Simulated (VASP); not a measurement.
Set up this calculation in VASP 6.6.1, as the native input.

```yaml
Task: single point
Functional: r2SCAN
Potentials_or_basis: VASP PAW PBE potentials, release 64 (Al, N)
Cutoff: 520 eV
k_mesh: 10 × 10 × 10
Occupations: gaussian, width 0.05 eV
Spin: no spin polarisation
Dipole_correction: no
Further_INCAR_settings: ALGO = Normal; EDIFF = 1e-07; NBANDS = 11
```

AlN:

```
CELL_PARAMETERS angstrom
0.00000 2.18399 2.18399
2.18399 0.00000 2.18399
2.18399 2.18399 0.00000
ATOMIC_POSITIONS crystal
Al 0.95953 0.04047 0.00000
N 0.75000 0.75000 0.75000
```

This cell differs from its parent crystal: all Al atoms moved +0.125 Å, as atom 1 along Cartesian [1 -1 0].

The input as run:

POSCAR

```
AlN
1.0
    0.0000000000      2.1839935596      2.1839935596
    2.1839935596      0.0000000000      2.1839935596
    2.1839935596      2.1839935596      0.0000000000
Al N
1 1
Direct
   -0.0404709745      0.0404709745      0.0000000000
    0.7500000000      0.7500000000      0.7500000000
```

INCAR.step1

```
  PREC = Accurate
  ENCUT = 520
  ISMEAR = 0
  SIGMA = 0.05
  LREAL = False
  LASPH = True
  NELM = 60
  NBANDS = 11
  GGA = PE
  ALGO = Normal
  EDIFF = 1E-4
  LWAVE = True
  LCHARG = False
```

INCAR.step2

```
  PREC = Accurate
  ENCUT = 520
  EDIFF = 1E-7
  ISMEAR = 0
  SIGMA = 0.05
  LREAL = False
  LASPH = True
  NELM = 60
  ALGO = Normal
  ISIF = 2
  LWAVE = False
  LCHARG = False
  METAGGA = R2SCAN
  LMIXTAU = True
  NBANDS = 11
  ISTART = 1
```

KPOINTS

```
Automatic mesh
0
Gamma
  10 10 10
```

Potentials or basis: VASP PAW PBE potentials, release 64 (Al, N).

The run is started by

```sh
$ cat potpaw_PBE.64/Al/POTCAR potpaw_PBE.64/N/POTCAR > POTCAR
$ cp INCAR.step1 INCAR
$ mpirun -np 1 vasp_std > vasp.out
$ cp INCAR.step2 INCAR
$ mpirun -np 1 vasp_std > vasp.out
```

It gave:

```yaml
Pressure: 1.9 GPa
Largest_force: 2.005 eV/Å
Band_gap_on_the_k_mesh: 3.60 eV (least direct gap 4.53 eV)
```

Caveat: the cell differs from its parent crystal (all Al atoms moved +0.125 Å, as atom 1 along Cartesian [1 -1 0]); the PAW data sets were made with another functional, which shifts forces and pressure a little.

Run time: 4.1 min on 1 thread of Intel Xeon 8259CL, with other jobs on the host, peak memory 0.19 GiB.
